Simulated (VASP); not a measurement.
# NaH (Fm-3m) in VASP: further runs, part 2 of 2

VASP 6.6.1.

## 6. Single point, r2SCAN

This run uses another cell than the first one, of 11.31 Å³/atom, 1.141 times its volume.

File POSCAR:

```
NaH
1.0
    2.2443531792      2.2443531792      0.0000000000
   -2.2443531792      2.2443531792      0.0000000000
    0.0000000000      2.2443531792      2.2443531792
Na H
1 1
Direct
    0.0000000000      0.0000000000      0.0000000000
    0.5000000000      0.5000000000      0.0000000000
```

File INCAR.step1:

```
SYSTEM = NaH
ALGO = Normal ; EDIFF = 1E-4
ENCUT = 520 ; GGA = PE
ISMEAR = 0 ; LASPH = .TRUE.
LCHARG = .FALSE. ; LREAL = .FALSE.
LWAVE = .TRUE. ; NBANDS = 11
NELM = 60 ; PREC = Accurate
SIGMA = 0.01
```

File INCAR.step2:

```
SYSTEM = NaH
ALGO = Normal ; EDIFF = 1E-7
ENCUT = 520 ; ISIF = 2
ISMEAR = 0 ; ISTART = 1
LASPH = .TRUE. ; LCHARG = .FALSE.
LMIXTAU = .TRUE. ; LREAL = .FALSE.
LWAVE = .FALSE. ; METAGGA = R2SCAN
NBANDS = 11 ; NELM = 60
PREC = Accurate ; SIGMA = 0.01
```

File KPOINTS:

```
k-points
0
G
  8 8 8
  0 0 0
```

Potentials or basis: VASP PAW PBE potentials, release 64 (Na_pv, H).

Launch:

```console
> cat potpaw_PBE.64/Na_pv/POTCAR potpaw_PBE.64/H/POTCAR > POTCAR
> cp INCAR.step1 INCAR
> mpirun -np 1 vasp_std > vasp.out
> cp INCAR.step2 INCAR
> mpirun -np 1 vasp_std > vasp.out
```

OUTCAR:

```text
SYSTEM = NaH
   EDIFF = 1E-7
   ENCUT = 520
   ISIF = 2
   ISMEAR = 0
   ISTART = 1
   LASPH = .TRUE.
   LREAL = .FALSE.
   METAGGA = R2SCAN
   NELM = 60
   PREC = Accurate

 ion  position               nearest neighbor table
   1  0.000  0.000  0.000-
   2  0.500  0.500  0.000-

  LATTYP: Found a face centered cubic cell.
 ALAT       =     4.4887063584

  Lattice vectors:

 A1 = (   0.0000000000,   2.2443531792,   2.2443531792)
 A2 = (   2.2443531792,   0.0000000000,   2.2443531792)
 A3 = (   2.2443531792,   2.2443531792,   0.0000000000)

Analysis of symmetry for initial positions (statically):
=====================================================================
 Subroutine PRICEL returns:
 Original cell was already a primitive cell.

 Routine SETGRP: Setting up the symmetry group for a
 face centered cubic supercell.

 Subroutine GETGRP returns: Found 48 space group operations
 (whereof 48 operations were pure point group operations)
 out of a pool of 48 trial point group operations.

The static configuration has the point symmetry O_h .

Analysis of symmetry for dynamics (positions and initial velocities):
=====================================================================
 Subroutine PRICEL returns:
 Original cell was already a primitive cell.

 Routine SETGRP: Setting up the symmetry group for a
 face centered cubic supercell.

 Subroutine GETGRP returns: Found 48 space group operations
 (whereof 48 operations were pure point group operations)
 out of a pool of 48 trial point group operations.

The dynamic configuration has the point symmetry O_h .

 Subroutine INISYM returns: Found 48 space group operations
 (whereof 48 operations are pure point group operations),
 and found     1 'primitive' translations

----------------------------------------------------------------------------------------

                                     Primitive cell

  volume of cell :      22.6102

  direct lattice vectors                    reciprocal lattice vectors
     2.244353179  2.244353179  0.000000000     0.222781336  0.222781336 -0.222781336
    -2.244353179  2.244353179  0.000000000    -0.222781336  0.222781336 -0.222781336
     0.000000000  2.244353179  2.244353179     0.000000000  0.000000000  0.445562672

  length of vectors
     3.173994705  3.173994705  3.173994705     0.385868593  0.385868593  0.445562672

  position of ions in fractional coordinates (direct lattice)
     0.000000000  0.000000000  0.000000000
     0.500000000  0.500000000  0.000000000

  ion indices of the primitive-cell ions
   primitive index   ion index
                 1           1
                 2           2

----------------------------------------------------------------------------------------

 KPOINTS: k-points

Automatic generation of k-mesh.
 Grid dimensions read from file:
 generate k-points for:    8    8    8

 Generating k-lattice:

  Cartesian coordinates                     Fractional coordinates (reciprocal lattice)
     0.027847667  0.027847667 -0.027847667     0.125000000  0.000000000  0.000000000
    -0.027847667  0.027847667 -0.027847667     0.000000000  0.125000000  0.000000000
     0.000000000  0.000000000  0.055695334     0.000000000  0.000000000  0.125000000

  Length of vectors
     0.048233574  0.048233574  0.055695334

  Shift w.r.t. Gamma in fractional coordinates (k-lattice)
     0.000000000  0.000000000  0.000000000

 Subroutine IBZKPT returns following result:
 ===========================================

 Found     29 irreducible k-points:

 Following reciprocal coordinates:
            Coordinates               Weight
  0.000000  0.000000  0.000000      1.000000
  0.125000  0.000000  0.000000      8.000000
  0.250000  0.000000  0.000000      8.000000
  0.375000  0.000000  0.000000      8.000000
  0.500000  0.000000  0.000000      4.000000
  0.125000  0.125000  0.000000     12.000000
[... 16 lines left out ...]
  0.375000  0.250000  0.125000     48.000000
  0.500000  0.250000  0.125000     24.000000
 [... further k-points ...]
   k-points           NKPTS =     29   k-points in BZ     NKDIM =     29   number of bands    NBANDS=     11
   number of dos      NEDOS =    301   number of ions     NIONS =      2
   total plane-waves  NPLWV =  13824
   dimension x,y,z NGX =    24 NGY =   24 NGZ =   24
   dimension x,y,z NGXF=    48 NGYF=   48 NGZF=   48
   ions per type =               1   1
   NGX,Y,Z   is equivalent  to a cutoff of  12.57, 12.57, 12.57 a.u.
   NGXF,Y,Z  is equivalent  to a cutoff of  25.14, 25.14, 25.14 a.u.
 SYSTEM =  NaH
   PREC   = accura    normal or accurate (medium, high low for compatibility)
   ISTART =      1    job   : 0-new  1-cont  2-samecut
   ICHARG =      0    charge: 1-file 2-atom 10-const
   ISPIN  =      1    spin polarized calculation?
   LNONCOLLINEAR =      F non collinear calculations
   LSORBIT =      F    spin-orbit coupling
   LASPH  =      T    aspherical Exc in radial PAW
   ENCUT  =  520.0 eV  38.22 Ry    6.18 a.u.   5.90  5.90  5.90*2*pi/ulx,y,z
   NELM   =     60;   NELMIN=  2; NELMDL=  0     # of ELM steps
   EDIFF  = 0.1E-06   stopping-criterion for ELM
   LREAL  =      F    real-space projection
   EDIFFG = 0.1E-05   stopping-criterion for IOM
   NSW    =      0    number of steps for IOM
   IBRION =     -1    ionic relax: 0-MD 1-quasi-New 2-CG
   NFREE  =      0    steps in history (QN), initial steepest desc. (CG)
   ISIF   =      2    stress and relaxation
   ISYM   =      2    0-nonsym 1-usesym 2-fastsym
   POTIM  = 0.5000    time-step for ionic-motion
   TEBEG  =    0.0;   TEEND  =   0.0 temperature during run
   PSTRESS=    0.0 pullay stress
   NELECT =       8.0000    total number of electrons
   NUPDOWN=      -1.0000    fix difference up-down
   EMIN   =  10.00;   EMAX   =-10.00  energy-range for DOS
   EFERMI =   0.00;   METHOD = LEGACY
   ISMEAR =     0;   SIGMA  =   0.01  broadening in eV -4-tet -1-fermi 0-gaus
   EFERMI_NEDOS =   21; number of points for ismear=-14 and -15
   IALGO  =     38    algorithm
   IMIX   =      4    mixing-type and parameters
     AMIX     =   0.40;   BMIX     =  1.00
     AMIX_MAG =   1.60;   BMIX_MAG =  1.00
  volume/ion in A,a.u.               =      11.31        76.29
  Fermi-wavevector in a.u.,A,eV,Ry     =   1.157898  2.188110 18.241708  1.340728
  Thomas-Fermi vector in A             =   2.294505
   LORBIT       =      0    0 simple, 1 ext, 2 COOP (PROOUT), +10 PAW based schemes
   METAGGA = R2SCAN    functional components
   LHFCALC =     F    Hartree Fock is set to
   AEXX    =    0.0000 exact exchange contribution
   IVDW    =     0    specifies the selected vdW correction
   LEPSILON=     F    determine dielectric tensor
   LRPA    =     F    only Hartree local field effects (RPA)
 non-spin polarized calculation
 Gauss-broadening in eV      SIGMA  =   0.01
  energy-cutoff  :      520.00
  volume of cell :       22.61
 maximum number of plane-waves:       620
   NGX = 11   NGY = 11   NGZ = 11

 number of electron       8.0000003 magnetization

 Free energy of the ion-electron system (eV)
  ---------------------------------------------------
  ext. energy  EPLUGINS =         0.00000000
  ---------------------------------------------------
  free energy    TOTEN  =        -7.51867378 eV

  energy without entropy =       -7.51867378  energy(sigma->0) =       -7.51867378

 E-fermi :  -0.5178     XC(G=0):  -8.9953

 val. band max:       -0.6856682916   @ k =   0.5000   0.5000   0.2500
 cond. band min:       4.1047744293   @ k =   0.5000   0.0000   0.0000
 fundamental gap:      4.7904427209
 Fermi energy:        -0.5178409248

 k-point     1 :       0.0000    0.0000    0.0000
  band No.  band energies     occupation
      1     -23.2084      2.00000
      2     -23.2081      2.00000
      3     -23.2079      2.00000
      4      -4.8743      2.00000
      5      12.9620      0.00000
      6      17.4097      0.00000
      7      17.4104      0.00000
      8      17.4112      0.00000
      9      18.9674      0.00000
     10      18.9679      0.00000
     11      18.9682      0.00000
[... 309 lines left out ...]
 k-point    24 :       0.5000    0.2500    0.1250
  band No.  band energies     occupation
      1     -23.3648      2.00000
      2     -23.2738      2.00000
      3     -23.2431      2.00000
      4      -1.1976      2.00000
      5       5.0169      0.00000
      6       8.7168      0.00000
      7      12.6824      0.00000
      8      17.6451      0.00000
      9      18.6281      0.00000
     10      22.4662      0.00000
     11      25.0094      0.00000

 [... further k-points ...]

------------------------ aborting loop because EDIFF is reached ----------------------------------------

  FORCE on cell =-STRESS in cart. coord.  units (eV):
  Direction    XX          YY          ZZ          XY          YZ          ZX
  --------------------------------------------------------------------------------------
  -------------------------------------------------------------------------------------
  Total        0.9482047      0.9482047      0.9482047     -0.0000000     -0.0000000      0.0000000
  in kB       67.1906907     67.1906907     67.1906907     -0.0000000     -0.0000000      0.0000000
  external PRESSURE =      67.1906907 kB  Pullay stress =       0.0000000 kB

 VOLUME and BASIS-vectors are now :
 -----------------------------------------------------------------------------
  energy-cutoff  :      520.00
  volume of cell :       22.61
      direct lattice vectors                 reciprocal lattice vectors
     2.244353179  2.244353179  0.000000000     0.222781336  0.222781336 -0.222781336
    -2.244353179  2.244353179  0.000000000    -0.222781336  0.222781336 -0.222781336
     0.000000000  2.244353179  2.244353179     0.000000000  0.000000000  0.445562672

 POSITION                                       TOTAL-FORCE (eV/Angst)
 -----------------------------------------------------------------------------------
      0.00000      0.00000      0.00000        -0.000000     -0.000000      0.000000
      0.00000      2.24435      0.00000         0.000000      0.000000      0.000000
 -----------------------------------------------------------------------------------
    total drift:                               -0.000000     -0.000000     -0.000000

  FREE ENERGIE OF THE ION-ELECTRON SYSTEM (eV)
  ---------------------------------------------------
  free  energy   TOTEN  =        -7.5186737830 eV

  energy  without entropy=       -7.5186737830  energy(sigma->0) =       -7.51867378
```

Wall time 11 s (1 thread of Intel Xeon 6975P-C (Granite Rapids), shared host); peak memory 0.13 GiB.

What came out:

| Quantity | Value |
| --- | --- |
| Free energy | -7.5187 eV |
| Pressure | 6.7 GPa |
| Band gap on the k mesh | 4.79 eV, indirect (least direct gap 5.70 eV) |

Caveat: the PAW data sets were made with another functional, which shifts forces and pressure a little. A k mesh can miss the band edges.

## 7. Summary

```tsv
cell	gap on the mesh (eV)	pressure (GPa)
a = 3.037 Å, angles 60.0, 60.0, 90.0°, 2 atoms	5.07	14.6
a = 3.115 Å, angles 60.0, 60.0, 90.0°, 2 atoms	4.90	9.9
a = 3.174 Å, angles 60.0, 60.0, 90.0°, 2 atoms	4.79	6.7
```

Alike in all rows: task single point; level r2SCAN; potentials or basis VASP PAW PBE potentials, release 64 (Na_pv, H); no spin polarisation; k mesh 8 × 8 × 8; cutoff (eV) 520; smearing gaussian 0.01 eV.

Caveats: the PAW data sets were made with another functional, which shifts forces and pressure a little.

Total energies depend on the potentials used, so only differences within one code and one set of settings carry meaning.
